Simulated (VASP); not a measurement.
# MgO in VASP: single point with LDA

Aim: the single point of MgO with LDA.

All numbers are computed with VASP 6.6.1; they aren't measurements. Logs are shortened: lines on timing, memory, paths and dates and some standing lists are left out, and cuts for length are marked.

## (1) The cell of the first run

The cell holds a slab with vacuum, 24 atoms: a = 6.101 Å, b = 6.101 Å, c = 19.227 Å, α = 90.00°, β = 90.00°, γ = 60.00°.

## (2) Single point, LDA

Input file INCAR:

```
ALGO     = Normal         # electronic algorithm
AMIX     = 0.1          
AMIX_MAG = 0.4          
BMIX     = 1E-4         
BMIX_MAG = 1E-4         
EDIFF    = 1E-6           # SCF threshold, eV
ENCUT    = 640            # plane-wave cutoff, eV
GGA      = CA             # functional
GGA_COMPAT= False        
ISIF     = 2              # what is computed and relaxed
ISMEAR   = -1             # smearing method
LASPH    = True           # aspherical terms in the spheres
LCHARG   = False          # write CHGCAR
LREAL    = False          # projectors in reciprocal space
LWAVE    = False          # write WAVECAR
NBANDS   = 66             # bands
NELM     = 300            # most SCF steps
NELMDL   = -8           
PREC     = Accurate       # precision mode
SIGMA    = 0.02           # smearing width, eV
```

Input file KPOINTS:

```
k-points
0
Gamma
  2 2 1
```

Input file POSCAR:

```
MgO
1.0
    6.1010590000      0.0000000000      0.0000000000
    3.0505290000      5.2836720000      0.0000000000
    0.0000000000      0.0000000000     19.2268670000
Mg O
12 12
Direct
    0.0000000000      0.0000000000      0.0520105538
    0.0000092254      0.4999931866      0.0520105538
    0.4999951648      0.0000000000      0.0520105538
    0.5000043902      0.4999931866      0.0520105538
    0.5828426512      0.6716351810      0.1986231038
    0.5699239665      0.2005423501      0.1968235386
    0.1042584060      0.7455799679      0.2164419195
    0.1187855675      0.2153994419      0.2201138646
    0.3410593647      0.4106424471      0.3213524075
    0.2852763296      0.9496425970      0.3299393500
    0.8637454586      0.0628540152      0.3833853950
    0.8119313236      0.6397444807      0.3890285401
    0.3333305588      0.8333409038      0.1167844974
    0.3333307966      0.3333287910      0.1167844974
    0.8333257236      0.8333409038      0.1167844974
    0.8333423519      0.3333287910      0.1167844974
    0.9829193115      0.5595918899      0.2605468691
    0.9163587419      0.0574789654      0.2454586075
    0.4324142591      0.5588916193      0.2585236586
    0.4293145291      0.0186612644      0.2353477558
    0.5409085100     -0.0082329107      0.3648280294
    0.6673381615      0.4055134384      0.3953426213
    0.0629376172      0.3027061483      0.3889713285
    0.1602733642      0.7197645880      0.3794065877
```

Potentials or basis: VASP PAW LDA potentials, release 64 (Mg, O).

Command:

```
$ cat potpaw_LDA.64/Mg/POTCAR potpaw_LDA.64/O/POTCAR > POTCAR
$ mpirun -np 4 vasp_std > vasp.out
```

OUTCAR:

```text
AMIX = 0.1
   AMIX_MAG = 0.4
   EDIFF = 1E-6
   ENCUT = 640
   GGA = CA
   ISIF = 2
   ISMEAR = -1
   LASPH = True
   LREAL = False
   NELM = 300
   NELMDL = -8
   PREC = Accurate

 ion  position               nearest neighbor table
   1  0.000  0.000  0.052-  16 2.16  13 2.16  15 2.16   4 3.05   3 3.05   2 3.05   2 3.05   3 3.05
                             4 3.05   7 3.44   6 3.59
   2  0.000  0.500  0.052-  14 2.16  16 2.16  15 2.16   3 3.05   4 3.05   1 3.05   1 3.05   4 3.05
                             3 3.05   8 3.57   5 3.59
   3  0.500  0.000  0.052-  13 2.16  14 2.16  15 2.16   2 3.05   1 3.05   4 3.05   4 3.05   1 3.05
                             2 3.05   6 3.15   5 3.35
   4  0.500  0.500  0.052-  16 2.16  14 2.16  13 2.16   1 3.05   2 3.05   3 3.05   3 3.05   2 3.05
                             1 3.05   5 3.13   6 3.24
   5  0.583  0.672  0.199-  19 1.81  20 1.97  13 2.07  16 2.43  17 2.48  15 2.70   7 2.74   6 2.91
                            10 3.08   8 3.08   8 3.13   4 3.13   6 3.19   3 3.35   7 3.45   9 3.55
   6  0.570  0.201  0.197-  20 1.86  14 1.98  18 2.06  19 2.25  15 2.52  16 2.63   8 2.75   9 2.75
                             5 2.91   7 3.07   7 3.13   3 3.15   5 3.19   4 3.24   8 3.42   1 3.59
   7  0.104  0.746  0.216-  18 1.75  17 1.84  19 1.92  15 2.41  13 2.58   9 2.72   5 2.74   8 2.91
                            10 2.98   6 3.07   6 3.13   8 3.19   1 3.44   5 3.45  11 3.66
   8  0.119  0.215  0.220-  20 1.69  18 1.97  17 1.99  16 2.50  10 2.54  14 2.67   6 2.75   7 2.91
                             9 2.94   5 3.08   5 3.13   7 3.19   6 3.42   2 3.57
   9  0.341  0.411  0.321-  19 1.76  24 1.98  17 2.23  21 2.37  22 2.43  23 2.47   7 2.72  20 2.73
                             6 2.75   8 2.94  10 3.00  11 3.05  12 3.09  10 3.14   5 3.55
  10  0.285  0.950  0.330-  21 1.83  24 2.13  20 2.15  23 2.20  19 2.50  11 2.52   8 2.54  18 2.58
                             7 2.98   9 3.00  12 3.02   5 3.08   9 3.14
  11  0.864  0.063  0.383-  22 1.83  24 1.97  21 2.25  23 2.33  10 2.52  18 2.67  12 2.76   9 3.05
                            12 3.37   7 3.66
  12  0.812  0.640  0.389-  23 1.85  21 2.00  22 2.02  24 2.41  17 2.63  11 2.76  10 3.02   9 3.09
                            11 3.37
  13  0.333  0.833  0.117-   5 2.07   3 2.16   1 2.16   4 2.16   7 2.58
  14  0.333  0.333  0.117-   6 1.98   2 2.16   3 2.16   4 2.16   8 2.67
  15  0.833  0.833  0.117-   3 2.16   1 2.16   2 2.16   7 2.41   6 2.52   5 2.70
  16  0.833  0.333  0.117-   1 2.16   2 2.16   4 2.16   5 2.43   8 2.50   6 2.63
  17  0.983  0.560  0.261-   7 1.84   8 1.99   9 2.23   5 2.48  12 2.63
  18  0.916  0.057  0.245-   7 1.75   8 1.97   6 2.06  10 2.58  11 2.67
  19  0.432  0.559  0.259-   9 1.76   5 1.81   7 1.92   6 2.25  10 2.50
  20  0.429  0.019  0.235-   8 1.69   6 1.86   5 1.97  10 2.15   9 2.73
  21  0.541  0.992  0.365-  10 1.83  12 2.00  11 2.25   9 2.37
  22  0.667  0.406  0.395-  11 1.83  12 2.02   9 2.43
  23  0.063  0.303  0.389-  12 1.85  10 2.20  11 2.33   9 2.47
  24  0.160  0.720  0.379-  11 1.97   9 1.98  10 2.13  12 2.41

  LATTYP: Found a hexagonal cell.
 ALAT       =     6.1010586773
 C/A-ratio  =     3.1513984731

  Lattice vectors:

 A1 = (  -3.0505290000,  -5.2836720000,   0.0000000000)
 A2 = (   6.1010590000,   0.0000000000,   0.0000000000)
 A3 = (   0.0000000000,   0.0000000000,  19.2268670000)

Analysis of symmetry for initial positions (statically):
=====================================================================
 Subroutine PRICEL returns:
 Original cell was already a primitive cell.

 Routine SETGRP: Setting up the symmetry group for a
 hexagonal supercell.

 Subroutine GETGRP returns: Found  1 space group operations
 (whereof  1 operations were pure point group operations)
 out of a pool of 24 trial point group operations.

The static configuration has the point symmetry C_1 .

Analysis of symmetry for dynamics (positions and initial velocities):
=====================================================================
 Subroutine PRICEL returns:
 Original cell was already a primitive cell.

 Routine SETGRP: Setting up the symmetry group for a
 hexagonal supercell.

 Subroutine GETGRP returns: Found  1 space group operations
 (whereof  1 operations were pure point group operations)
 out of a pool of 24 trial point group operations.

The dynamic configuration has the point symmetry C_1 .

 Subroutine INISYM returns: Found  1 space group operations
 (whereof  1 operations are pure point group operations),
 and found     1 'primitive' translations

----------------------------------------------------------------------------------------

                                     Primitive cell

[... 64 lines left out ...]

 KPOINTS: k-points

Automatic generation of k-mesh.
 Grid dimensions read from file:
 generate k-points for:    2    2    1

 Generating k-lattice:

  Cartesian coordinates                     Fractional coordinates (reciprocal lattice)
     0.081952986 -0.047315571  0.000000000     0.500000000  0.000000000  0.000000000
     0.000000000  0.094631158  0.000000000     0.000000000  0.500000000  0.000000000
     0.000000000  0.000000000  0.052010554     0.000000000  0.000000000  1.000000000

  Length of vectors
     0.094631153  0.094631158  0.052010554

  Shift w.r.t. Gamma in fractional coordinates (k-lattice)
     0.000000000  0.000000000  0.000000000

 Subroutine IBZKPT returns following result:
 ===========================================

 Found      4 irreducible k-points:

 Following reciprocal coordinates:
            Coordinates               Weight
  0.000000  0.000000  0.000000      1.000000
  0.500000  0.000000  0.000000      1.000000
  0.500000  0.500000  0.000000      1.000000
  0.000000  0.500000  0.000000      1.000000
   k-points           NKPTS =      4   k-points in BZ     NKDIM =      4   number of bands    NBANDS=     68
   number of dos      NEDOS =    301   number of ions     NIONS =     24
   total plane-waves  NPLWV = 400000
   dimension x,y,z NGX =    50 NGY =   50 NGZ =  160
   dimension x,y,z NGXF=   100 NGYF=  100 NGZF=  320
   ions per type =              12  12
   NGX,Y,Z   is equivalent  to a cutoff of  13.62, 13.62, 13.83 a.u.
   NGXF,Y,Z  is equivalent  to a cutoff of  27.25, 27.25, 27.67 a.u.
 SYSTEM =  unknown system
   PREC   = accura    normal or accurate (medium, high low for compatibility)
   ISTART =      0    job   : 0-new  1-cont  2-samecut
   ICHARG =      2    charge: 1-file 2-atom 10-const
   ISPIN  =      1    spin polarized calculation?
   LNONCOLLINEAR =      F non collinear calculations
   LSORBIT =      F    spin-orbit coupling
   LASPH  =      T    aspherical Exc in radial PAW
   ENCUT  =  640.0 eV  47.04 Ry    6.86 a.u.  12.58 12.58 39.66*2*pi/ulx,y,z
   NELM   =    300;   NELMIN=  2; NELMDL= -8     # of ELM steps
   EDIFF  = 0.1E-05   stopping-criterion for ELM
   LREAL  =      F    real-space projection
   EDIFFG = 0.1E-04   stopping-criterion for IOM
   NSW    =      0    number of steps for IOM
   IBRION =     -1    ionic relax: 0-MD 1-quasi-New 2-CG
   NFREE  =      0    steps in history (QN), initial steepest desc. (CG)
   ISIF   =      2    stress and relaxation
   ISYM   =      2    0-nonsym 1-usesym 2-fastsym
   POTIM  = 0.5000    time-step for ionic-motion
   TEBEG  =    0.0;   TEEND  =   0.0 temperature during run
   PSTRESS=    0.0 pullay stress
   NELECT =      96.0000    total number of electrons
   NUPDOWN=      -1.0000    fix difference up-down
   EMIN   =  10.00;   EMAX   =-10.00  energy-range for DOS
   EFERMI =   0.00;   METHOD = LEGACY
   ISMEAR =    -1;   SIGMA  =   0.02  broadening in eV -4-tet -1-fermi 0-gaus
   EFERMI_NEDOS =   21; number of points for ismear=-14 and -15
   IALGO  =     38    algorithm
   IMIX   =      4    mixing-type and parameters
     AMIX     =   0.10;   BMIX     =  0.00
     AMIX_MAG =   0.40;   BMIX_MAG =  0.00
  volume/ion in A,a.u.               =      25.82       174.27
  Fermi-wavevector in a.u.,A,eV,Ry     =   0.879189  1.661426 10.516930  0.772973
  Thomas-Fermi vector in A             =   1.999378
   LORBIT       =      0    0 simple, 1 ext, 2 COOP (PROOUT), +10 PAW based schemes
   GGA     = CA    functional components
   LHFCALC =     F    Hartree Fock is set to
   AEXX    =    0.0000 exact exchange contribution
   IVDW    =     0    specifies the selected vdW correction
   LEPSILON=     F    determine dielectric tensor
   LRPA    =     F    only Hartree local field effects (RPA)
 non-spin polarized calculation
  energy-cutoff  :      640.00
  volume of cell :      619.80
 maximum number of plane-waves:     22819
   NGX = 25   NGY = 25   NGZ = 79

 number of electron      96.0000002 magnetization

 Free energy of the ion-electron system (eV)
  ---------------------------------------------------
  ext. energy  EPLUGINS =         0.00000000
  ---------------------------------------------------
  free energy    TOTEN  =      -132.68013106 eV

  energy without entropy =     -132.64893810  energy(sigma->0) =     -132.66453458

 E-fermi :  -1.8413     XC(G=0):  -5.5914

 val. band max:       -1.8490095828   @ k =   0.5000   0.5000   0.0000
 cond. band min:      -1.8350811436   @ k =   0.5000   0.5000   0.0000
 fundamental gap:      0.0139284392
 Fermi energy:        -1.8413147385

 k-point     1 :       0.0000    0.0000    0.0000
  band No.  band energies     occupation
      1     -18.8051      2.00000
      2     -18.6107      2.00000
      3     -18.2276      2.00000
      4     -17.9842      2.00000
      5     -17.9008      2.00000
      6     -17.8203      2.00000
[... 241 lines left out ...]
     59       4.2529      0.00000
     60       4.4194      0.00000
 [bands above 60 left out]

------------------------ aborting loop because EDIFF is reached ----------------------------------------

  FORCE on cell =-STRESS in cart. coord.  units (eV):
  Direction    XX          YY          ZZ          XY          YZ          ZX
  --------------------------------------------------------------------------------------
  -------------------------------------------------------------------------------------
  Total       -5.4376202     -0.3542925    -22.8207510     -0.4400384     -4.7665019     -3.3724395
  in kB      -14.0562625     -0.9158471    -58.9917010     -1.1375004    -12.3214197     -8.7177648
  external PRESSURE =     -24.6546035 kB  Pullay stress =       0.0000000 kB

 VOLUME and BASIS-vectors are now :
 -----------------------------------------------------------------------------
  energy-cutoff  :      640.00
  volume of cell :      619.80
      direct lattice vectors                 reciprocal lattice vectors
     6.101059000  0.000000000  0.000000000     0.163905971 -0.094631143  0.000000000
     3.050529000  5.283672000  0.000000000     0.000000000  0.189262316  0.000000000
     0.000000000  0.000000000 19.226867000     0.000000000  0.000000000  0.052010554

 POSITION                                       TOTAL-FORCE (eV/Angst)
 -----------------------------------------------------------------------------------
      0.00000      0.00000      1.00000         0.107918      0.011727      3.613098
      1.52530      2.64180      1.00000         0.140205     -0.068189      3.609531
      3.05050      0.00000      1.00000        -0.138493      0.062323      3.399333
      4.57580      2.64180      1.00000        -0.152283     -0.009461      3.178740
      5.60480      3.54870      3.81890         3.064142      0.714402     -0.976458
      4.08890      1.05960      3.78430         2.397505     -0.494753     -0.529629
[... 16 lines left out ...]
      1.30740      1.59940      7.47870        -1.293979     -2.706143     -0.563633
      3.17350      3.80300      7.29480        -0.654655      1.441679     -0.050851
 -----------------------------------------------------------------------------------
    total drift:                                0.001114     -0.000173     -0.000188

  FREE ENERGIE OF THE ION-ELECTRON SYSTEM (eV)
  ---------------------------------------------------
  free  energy   TOTEN  =      -132.6801310591 eV

  energy  without entropy=     -132.6489381041  energy(sigma->0) =     -132.66453458
```

It took 14 min on 4 MPI ranks of Intel Xeon Platinum 8488C (Sapphire Rapids), shared host; peak memory 0.29 GiB.

What came out:

- Free energy: -132.6801 eV
- Largest force: 6.880 eV/Å
- Band gap on the k mesh: 0.01 eV

Forces in eV/Å, atoms in the order of the input:
```
Mg   0.108  0.012  3.613
Mg   0.140 -0.068  3.610
Mg  -0.138  0.062  3.399
Mg  -0.152 -0.009  3.179
Mg   3.064  0.714 -0.976
Mg   2.398 -0.495 -0.530
Mg  -0.802 -1.550 -2.323
Mg  -4.797  4.094 -2.748
Mg  -1.743 -0.827  3.466
Mg  -0.253 -1.475  0.000
Mg  -0.991 -0.472 -0.657
Mg  -0.201  0.422 -1.393
O   -0.162 -0.363 -2.655
O    0.062  0.137 -2.703
O   -0.114  0.113 -2.678
O   -0.296  0.493 -2.154
O   -1.333 -1.757 -0.075
O    0.665  2.919  1.484
O    0.664 -0.206 -2.258
O    2.017 -2.292  1.700
O    2.661  0.323  1.247
O    1.152  1.488  0.067
O   -1.294 -2.706 -0.564
O   -0.655  1.442 -0.051
```

Caveat: the k points lie up to 0.59 Å⁻¹ apart; the atoms stand as in a frame of molecular dynamics; there is no dipole correction, which matters where the two faces differ; semilocal functionals underestimate gaps, and a narrow one can read as zero.
